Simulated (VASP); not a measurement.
Here is a VASP 6.6.1 calculation.

The input POSCAR:

```
Au
1.0
   -1.5909782400      1.5909782400      1.5909782400
    1.5909782400     -1.5909782400      1.5909782400
    1.5909782400      1.5909782400     -1.5909782400
Au
1
Direct
    0.0000000000      0.0000000000      0.0000000000
```

Contents of INCAR.step1:

```
SYSTEM = Au
ALGO = Normal ; EDIFF = 1E-4
ENCUT = 520 ; GGA = PE
ISMEAR = 0 ; LASPH = .TRUE.
LCHARG = .FALSE. ; LREAL = .FALSE.
LWAVE = .TRUE. ; NBANDS = 12
NELM = 80 ; PREC = Accurate
SIGMA = 0.15
```

File INCAR.step2:

```
SYSTEM = Au
ALGO = Normal ; EDIFF = 1E-6
ENCUT = 520 ; ISIF = 2
ISMEAR = 0 ; ISTART = 1
LASPH = .TRUE. ; LCHARG = .FALSE.
LMIXTAU = .TRUE. ; LREAL = .FALSE.
LWAVE = .FALSE. ; METAGGA = R2SCAN
NBANDS = 12 ; NELM = 80
PREC = Accurate ; SIGMA = 0.15
```

The input KPOINTS:

```
k-points
0
G
  24 24 24
  0 0 0
```

Potentials or basis: VASP PAW PBE potentials, release 64 (Au).

Launch:

```bash
$ cat potpaw_PBE.64/Au/POTCAR > POTCAR
$ cp INCAR.step1 INCAR
$ mpirun -np 1 vasp_std > vasp.out
$ cp INCAR.step2 INCAR
$ mpirun -np 1 vasp_std > vasp.out
```

Question: What does it give for the band gap on the k mesh?

Answer: Zero (an odd number of electrons rules out a gap without spin polarisation).

Question: What does it give for the pressure?

Answer: 17.9 GPa.

Caveat: the cell differs from its parent crystal (strain -0.040 along x and y, -0.040 along z); the cell stands under pressure; the PAW data sets were made with another functional, which shifts forces and pressure a little; spin-orbit coupling is left out, which moves the levels of the heavy elements.
